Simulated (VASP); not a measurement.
# WS2 in VASP: further runs, part 3 of 3

VASP 6.6.1. The steps go on from the part before.

## 6. Single point, r2SCAN (strain along c alone, the other axes held: -1.5 %, then relaxed in part)

POSCAR

```
WS2
1.0
    3.1810953945      0.0000000000      0.0000000000
   -1.5905476972      2.7549094235      0.0000000000
    0.0000000000      0.0000000000     16.6964788478
W S
1 2
Direct
    0.3333333333      0.6666666667      0.0000000000
    0.6666666667      0.3333333333      0.9066304014
    0.6666666667      0.3333333333      0.0933695986
```

INCAR.step1

```
PREC = Accurate
ENCUT = 520
ISMEAR = 0
SIGMA = 0.02
LREAL = False
LASPH = True
NELM = 60
NBANDS = 20
GGA = PE
ALGO = Normal
EDIFF = 1E-4
LWAVE = True
LCHARG = False
```

INCAR.step2

```
PREC = Accurate
ENCUT = 520
EDIFF = 1E-7
ISMEAR = 0
SIGMA = 0.02
LREAL = False
LASPH = True
NELM = 60
ALGO = Normal
ISIF = 2
LWAVE = False
LCHARG = True
METAGGA = R2SCAN
LMIXTAU = True
LELF = True
LVHAR = True
NBANDS = 20
ISTART = 1
```

KPOINTS

```
Automatic mesh
0
Gamma
  12 12 2
```

Potentials or basis: VASP PAW PBE potentials, release 64 (W_sv, S).

On the command line:

```
> cat potpaw_PBE.64/W_sv/POTCAR potpaw_PBE.64/S/POTCAR > POTCAR
> cp INCAR.step1 INCAR
> mpirun -np 1 vasp_std > vasp.out
> cp INCAR.step2 INCAR
> mpirun -np 1 vasp_std > vasp.out
```

OUTCAR:

```text
PREC = Accurate
   ENCUT = 520
   EDIFF = 1E-7
   ISMEAR = 0
   LREAL = False
   LASPH = True
   NELM = 60
   ISIF = 2
   METAGGA = R2SCAN
   ISTART = 1

 ion  position               nearest neighbor table
   1  0.333  0.667  0.000-   2 2.41   3 2.41   2 2.41   3 2.41   2 2.41   3 2.41
   2  0.667  0.333  0.907-   1 2.41   1 2.41   1 2.41
   3  0.667  0.333  0.093-   1 2.41   1 2.41   1 2.41

  LATTYP: Found a hexagonal cell.
[... 748 lines left out ...]

  FORCE on cell =-STRESS in cart. coord.  units (eV):
  Direction    XX          YY          ZZ          XY          YZ          ZX
  --------------------------------------------------------------------------------------
  -------------------------------------------------------------------------------------
  Total        0.0806230      0.0806230      0.0543642      0.0000000     -0.0000000     -0.0000000
  in kB        0.8827964      0.8827964      0.5952708      0.0000000     -0.0000000     -0.0000000
  external PRESSURE =       0.7869545 kB  Pullay stress =       0.0000000 kB

 VOLUME and BASIS-vectors are now :
 -----------------------------------------------------------------------------
  energy-cutoff  :      520.00
  volume of cell :      146.32
      direct lattice vectors                 reciprocal lattice vectors
     3.181095394  0.000000000  0.000000000     0.314357124  0.181494170  0.000000000
    -1.590547697  2.754909424  0.000000000     0.000000000  0.362988341  0.000000000
     0.000000000  0.000000000 16.696478848     0.000000000  0.000000000  0.059892868

 POSITION                                       TOTAL-FORCE (eV/Angst)
 -----------------------------------------------------------------------------------
     -0.00000      1.83661      0.00000         0.000000     -0.000000      0.000000
      1.59055      0.91830     15.13754        -0.000000      0.000000     -0.026478
      1.59055      0.91830      1.55894        -0.000000      0.000000      0.026478
 -----------------------------------------------------------------------------------
    total drift:                                0.000000     -0.000000     -0.000000

  FREE ENERGIE OF THE ION-ELECTRON SYSTEM (eV)
  ---------------------------------------------------
  free  energy   TOTEN  =       -70.0408568820 eV

  energy  without entropy=      -70.0408568820  energy(sigma->0) =      -70.04085688
```

Wall time 7 min (1 thread of AMD EPYC 9R45 (Zen 5), shared host); peak memory 0.31 GiB.

What came out:

```yaml
Free_energy: -70.0409 eV
Largest_force: 0.026 eV/Å
Band_gap_on_the_k_mesh: 1.91 eV (least direct gap 1.93 eV)
```

Forces on the atoms (eV/Å):
```
W    0.000  0.000  0.000
S    0.000  0.000 -0.026
S    0.000  0.000  0.026
```

Caveat: the cell differs from its parent crystal (strain along c alone, the other axes held: -1.5 %, then relaxed in part); there is no dipole correction, which matters where the two faces differ; the PAW data sets were made with another functional, which shifts forces and pressure a little; spin-orbit coupling is left out, which moves the levels of the heavy elements.

## 7. Single point, r2SCAN (strain along c alone, the other axes held: +1.5 %, then relaxed in part)

POSCAR

```
WS2
1.0
    3.1810953945      0.0000000000      0.0000000000
   -1.5905476972      2.7549094235      0.0000000000
    0.0000000000      0.0000000000     17.2050010462
W S
1 2
Direct
    0.3333333333      0.6666666667      0.0000000000
    0.6666666667      0.3333333333      0.9093861179
    0.6666666667      0.3333333333      0.0906138821
```

INCAR.step1

```
SYSTEM = WS2
PREC = Accurate ; ENCUT = 520
ISMEAR = 0 ; SIGMA = 0.02
LREAL = .False. ; LASPH = .True.
NELM = 80 ; NBANDS = 20
GGA = PE ; ALGO = Normal
EDIFF = 1E-4 ; LWAVE = .True.
LCHARG = .False.
```

INCAR.step2

```
SYSTEM = WS2
PREC = Accurate ; ENCUT = 520
EDIFF = 1E-7 ; ISMEAR = 0
SIGMA = 0.02 ; LREAL = .False.
LASPH = .True. ; NELM = 80
ALGO = Normal ; ISIF = 2
LWAVE = .False. ; LCHARG = .False.
METAGGA = R2SCAN ; LMIXTAU = .True.
NBANDS = 20 ; ISTART = 1
```

KPOINTS

```
regular mesh
0
Gamma
  12 12 2
  0 0 0
```

On the command line:

```
> cat potpaw_PBE.64/W_sv/POTCAR potpaw_PBE.64/S/POTCAR > POTCAR
> cp INCAR.step1 INCAR
> mpirun -np 1 vasp_std > vasp.out
> cp INCAR.step2 INCAR
> mpirun -np 1 vasp_std > vasp.out
```

Wall time 4.7 min (1 thread of AMD EPYC 9R45 (Zen 5), shared host); peak memory 0.32 GiB.

It converged, with:

| Quantity | Value |
| --- | --- |
| Free energy | -70.0408 eV |
| Largest force | 0.023 eV/Å |
| Band gap on the k mesh | 1.91 eV (least direct gap 1.93 eV) |

Forces on the atoms (eV/Å):
```
W    0.000  0.000  0.000
S    0.000  0.000 -0.023
S    0.000  0.000  0.023
```

Levels at points of the mesh, in eV from the valence-band top:
| k point | band 10 | band 11 | band 12 | band 13 | band 14 | band 15 | band 16 | band 17 |
| --- | --- | --- | --- | --- | --- | --- | --- | --- |
| (0.00, 0.00, 0.00) | -2.23 | -1.78 | -1.78 | 0.00 | 3.08 | 3.08 | 3.23 | 3.23 |
| (0.50, 0.00, 0.00) | -3.64 | -2.27 | -1.43 | -0.98 | 3.00 | 3.47 | 4.41 | 5.01 |
| (0.00, 0.00, 0.50) | -2.23 | -1.78 | -1.78 | 0.00 | 3.08 | 3.08 | 3.23 | 3.23 |
| (0.50, 0.00, 0.50) | -3.64 | -2.27 | -1.43 | -0.98 | 3.00 | 3.47 | 4.41 | 5.01 |

Caveat: the cell differs from its parent crystal (strain along c alone, the other axes held: +1.5 %, then relaxed in part); there is no dipole correction, which matters where the two faces differ; the PAW data sets were made with another functional, which shifts forces and pressure a little; spin-orbit coupling is left out, which moves the levels of the heavy elements.

## 8. Summary

```tsv
cell	gap on the mesh (eV)	largest force (eV/Å)
a = 3.181, b = 3.181, c = 16.188 Å, angles 90.0, 90.0, 120.0°, 3 atoms, atomic positions A	1.91	0.03
a = 3.181, b = 3.181, c = 16.442 Å, angles 90.0, 90.0, 120.0°, 3 atoms, atomic positions B	1.91	0.03
a = 3.181, b = 3.181, c = 16.696 Å, angles 90.0, 90.0, 120.0°, 3 atoms, atomic positions C	1.91	0.03
a = 3.181, b = 3.181, c = 17.205 Å, angles 90.0, 90.0, 120.0°, 3 atoms, atomic positions D	1.91	0.02
```

Alike in all rows: task single point; level r2SCAN; potentials or basis VASP PAW PBE potentials, release 64 (W_sv, S); no spin polarisation; k mesh 12 × 12 × 2; cutoff (eV) 520; smearing gaussian 0.02 eV.

Caveats: there is no dipole correction, which matters where the two faces differ; the PAW data sets were made with another functional, which shifts forces and pressure a little; spin-orbit coupling is left out, which moves the levels of the heavy elements.

Total energies depend on the potentials used, so only differences within one code and one set of settings carry meaning.
